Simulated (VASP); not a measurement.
The system is In3Se.

```
In Se
1.0
     4.86697    0.00000    0.00000
     0.00000    4.86697    0.00000
     0.00000    0.00000    4.86697
In Se
3 1
Direct
  0.50000 0.50000 0.00000
  0.50000 0.00000 0.50000
  0.00000 0.50000 0.50000
  0.00000 0.00000 0.00000
```

Base run:

| Item | Value |
| --- | --- |
| Program | VASP 6.6.1 |
| Functional | PBEsol |
| Potentials or basis | VASP PAW PBE potentials, release 64 (In_d, Se) |
| Cutoff | 520 eV |
| k mesh | 6 × 6 × 6 |
| Occupations | fermi-dirac, width 0.05 eV |
| Spin | no spin polarisation |

Its results: pressure -3.9 GPa.

Question: The run is repeated on the same cell with these changes: functional from PBEsol to PBE. What comes out?

Answer: Pressure -1.4 GPa.

PBE binds less tightly than PBEsol, so the same cell stands under more pressure.

Caveats: the PAW data sets were made with another functional, which shifts forces and pressure a little (some runs).
